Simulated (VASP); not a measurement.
# GaAs (F-43m) in VASP: a series of runs, part 2 of 2

VASP 6.6.1.

### Step 5. Single point, LDA

This run uses another cell than the first one, of 21.43 Å³/atom, 1.023 times its volume.

Input file INCAR:

```
PREC = Accurate
ENCUT = 500
EDIFF = 1E-6
ISMEAR = 0
SIGMA = 0.01
LREAL = F
LASPH = T
NELM = 120
ALGO = Normal
ISIF = 2
LWAVE = F
LCHARG = T
GGA = CA
LELF = T
LVHAR = T
NBANDS = 16
GGA_COMPAT = F
```

Input file KPOINTS:

```
regular mesh
0
Gamma
  8 8 8
```

Input file POSCAR:

```
GaAs
1.0
    2.7776029731      2.7776029731      0.0000000000
   -2.7776029731      2.7776029731      0.0000000000
    0.0000000000      2.7776029731      2.7776029731
Ga As
1 1
Direct
    0.0000000000      0.0000000000      0.0000000000
    0.7500000000      0.2500000000      0.5000000000
```

Potentials or basis: VASP PAW LDA potentials, release 64 (Ga_d, As).

Started as:

```
> cat potpaw_LDA.64/Ga_d/POTCAR potpaw_LDA.64/As/POTCAR > POTCAR
> mpirun -np 1 vasp_std > vasp.out
```

OUTCAR:

```text
PREC = Accurate
   ENCUT = 500
   EDIFF = 1E-6
   ISMEAR = 0
   LREAL = F
   LASPH = T
   NELM = 120
   ISIF = 2
   GGA = CA

 ion  position               nearest neighbor table
   1  0.000  0.000  0.000-   2 2.41   2 2.41   2 2.41   2 2.41
   2  0.750  0.250  0.500-   1 2.41   1 2.41   1 2.41   1 2.41

  LATTYP: Found a face centered cubic cell.
 ALAT       =     5.5552059462

  Lattice vectors:

 A1 = (   0.0000000000,   2.7776029731,   2.7776029731)
 A2 = (   2.7776029731,   0.0000000000,   2.7776029731)
 A3 = (   2.7776029731,   2.7776029731,   0.0000000000)

Analysis of symmetry for initial positions (statically):
=====================================================================
 Subroutine PRICEL returns:
 Original cell was already a primitive cell.

 Routine SETGRP: Setting up the symmetry group for a
 face centered cubic supercell.

 Subroutine GETGRP returns: Found 24 space group operations
 (whereof 24 operations were pure point group operations)
 out of a pool of 48 trial point group operations.

The static configuration has the point symmetry T_d .

Analysis of symmetry for dynamics (positions and initial velocities):
[... 162 lines left out ...]
 val. band max:        4.3205798814   @ k =   0.0000   0.0000   0.0000
 cond. band min:       5.0546353105   @ k =   0.0000   0.0000   0.0000
 fundamental gap:      0.7340554291
 Fermi energy:         4.3923966641

 k-point     1 :       0.0000    0.0000    0.0000
  band No.  band energies     occupation
      1     -10.7154      2.00000
      2     -10.7154      2.00000
      3     -10.7154      2.00000
      4     -10.6237      2.00000
      5     -10.6237      2.00000
      6      -8.8353      2.00000
[... 433 lines left out ...]
      3     -10.6774      2.00000
      4     -10.6292      2.00000
      5     -10.6198      2.00000
      6      -6.5288      2.00000
[... 8 lines left out ...]
     15      15.9995      0.00000
     16      16.6654      0.00000

 [... further k-points ...]

------------------------ aborting loop because EDIFF is reached ----------------------------------------

  FORCE on cell =-STRESS in cart. coord.  units (eV):
  Direction    XX          YY          ZZ          XY          YZ          ZX
  --------------------------------------------------------------------------------------
  -------------------------------------------------------------------------------------
  Total        0.6350296      0.6350296      0.6350296     -0.0000000      0.0000000     -0.0000000
  in kB       23.7390898     23.7390898     23.7390898     -0.0000000      0.0000000     -0.0000000
  external PRESSURE =      23.7390898 kB  Pullay stress =       0.0000000 kB

 VOLUME and BASIS-vectors are now :
 -----------------------------------------------------------------------------
  energy-cutoff  :      500.00
  volume of cell :       42.86
      direct lattice vectors                 reciprocal lattice vectors
     2.777602973  2.777602973  0.000000000     0.180011328  0.180011328 -0.180011328
    -2.777602973  2.777602973  0.000000000    -0.180011328  0.180011328 -0.180011328
     0.000000000  2.777602973  2.777602973     0.000000000  0.000000000  0.360022656

 POSITION                                       TOTAL-FORCE (eV/Angst)
 -----------------------------------------------------------------------------------
      0.00000      0.00000      0.00000        -0.000000      0.000000      0.000000
      1.38880      4.16640      1.38880         0.000000     -0.000000      0.000000
 -----------------------------------------------------------------------------------
    total drift:                               -0.000000     -0.000000      0.000000

  FREE ENERGIE OF THE ION-ELECTRON SYSTEM (eV)
  ---------------------------------------------------
  free  energy   TOTEN  =        -9.6275769078 eV

  energy  without entropy=       -9.6275769078  energy(sigma->0) =       -9.62757691
```

OSZICAR:

```text
N       E                     dE             d eps       ncg     rms          rms(c)
DAV:   1     0.848224639809E+02    0.84822E+02   -0.87294E+03   952   0.155E+03
DAV:   2    -0.296565499698E+01   -0.87788E+02   -0.83273E+02  1040   0.318E+02
DAV:   3    -0.976734150563E+01   -0.68017E+01   -0.67808E+01  1128   0.676E+01
DAV:   4    -0.987229830775E+01   -0.10496E+00   -0.10494E+00  1160   0.935E+00
DAV:   5    -0.987369551479E+01   -0.13972E-02   -0.13972E-02  1184   0.966E-01    0.317E+00
DAV:   6    -0.967648358931E+01    0.19721E+00   -0.22146E-01  1416   0.859E+00    0.187E+00
DAV:   7    -0.963074418127E+01    0.45739E-01   -0.69747E-02  1328   0.201E+00    0.527E-01
DAV:   8    -0.962760827577E+01    0.31359E-02   -0.95123E-03  1088   0.107E+00    0.123E-01
DAV:   9    -0.962756815171E+01    0.40124E-04   -0.70345E-04  1216   0.311E-01    0.399E-02
DAV:  10    -0.962757228965E+01   -0.41379E-05   -0.44955E-05  1376   0.797E-02    0.211E-02
DAV:  11    -0.962757706485E+01   -0.47752E-05   -0.73895E-06  1072   0.412E-02    0.316E-03
DAV:  12    -0.962757690777E+01    0.15707E-06   -0.54759E-07   792   0.119E-02
   1 F= -.96275769E+01 E0= -.96275769E+01  d E =-.131771E-26
```

stdout:

```text
POSCAR found type information on POSCAR GaAs
 POSCAR found :  2 types and       2 ions
 scaLAPACK will be used
 LDA part: xc-table for (Slater(with rela. corr.)+CA(PZ))
 , standard interpolation
 POSCAR, INCAR and KPOINTS ok, starting setup
 FFT: planning ... GRIDC
 FFT: planning ... GRID_SOFT
 FFT: planning ... GRID
 WAVECAR not read
 entering main loop
```

Run time: 18 s. Hardware: 1 thread of Intel Xeon 6975P-C, shared host; peak memory 0.16 GiB.

Results:

```yaml
Free_energy: -9.6276 eV
Pressure: 2.4 GPa
Band_gap_on_the_k_mesh: 0.73 eV, direct
```

Levels at points of the mesh, in eV from the valence-band top:
```
           k point  band 5  band 6  band 7  band 8  band 9  band 10  band 11  band 12  band 13  band 14
(0.00, 0.00, 0.00)  -14.94  -13.16    0.00    0.00    0.00     0.73     3.68     3.68     3.68     7.51
(0.50, 0.00, 0.00)  -14.94  -11.22   -6.99   -1.23   -1.23     1.01     4.60     4.60     7.61    10.61
(0.50, 0.50, 0.00)  -14.93  -10.41   -7.13   -2.88   -2.88     1.24     1.52    10.47    10.47    11.28
```

### Step 6. Overview

| cell | gap on the mesh (eV) | pressure (GPa) |
| --- | --- | --- |
| a = 3.898 Å, angles 60.0, 60.0, 90.0°, 2 atoms | 0.91 | 4.4 |
| a = 3.859 Å, angles 60.0, 60.0, 90.0°, 2 atoms | 1.13 | 7.5 |
| a = 3.928 Å, angles 60.0, 60.0, 90.0°, 2 atoms | 0.73 | 2.4 |

Alike in all rows: task single point; level LDA; potentials or basis VASP PAW LDA potentials, release 64 (Ga_d, As); no spin polarisation; k mesh 8 × 8 × 8; cutoff (eV) 500; smearing gaussian 0.01 eV.

Total energies depend on the potentials used, so only differences within one code and one set of settings carry meaning.
